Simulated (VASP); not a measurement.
The system is CuI.

```
CELL_PARAMETERS angstrom
0.00000 3.01204 3.01204
3.01204 0.00000 3.01204
3.01204 3.01204 0.00000
ATOMIC_POSITIONS crystal
Cu 0.25000 0.25000 0.25000
I 0.00000 0.00000 0.00000
```

Base run:

| Quantity | Value |
| --- | --- |
| Program | VASP 6.6.1 |
| Functional | r2SCAN |
| Potentials or basis | VASP PAW PBE potentials, release 64 (Cu, I) |
| Cutoff | 520 eV |
| k mesh | 8 × 8 × 8 |
| Occupations | gaussian, width 0.01 eV |
| Spin | no spin polarisation |

Its results: band gap on the k mesh 1.67 eV; pressure -0.1 GPa.

The run is repeated on the same cell with these changes: functional from r2SCAN to LDA; potentials or basis from VASP PAW PBE potentials, release 64 (Cu, I) to VASP PAW LDA potentials, release 64 (Cu, I). What comes out?

Band gap on the k mesh 1.05 eV; pressure -3.6 GPa.

Caveats: spin-orbit coupling is left out, which moves the levels of the heavy elements; the PAW data sets were made with another functional, which shifts forces and pressure a little (at least some runs); the cell stands under tension (at least some runs).

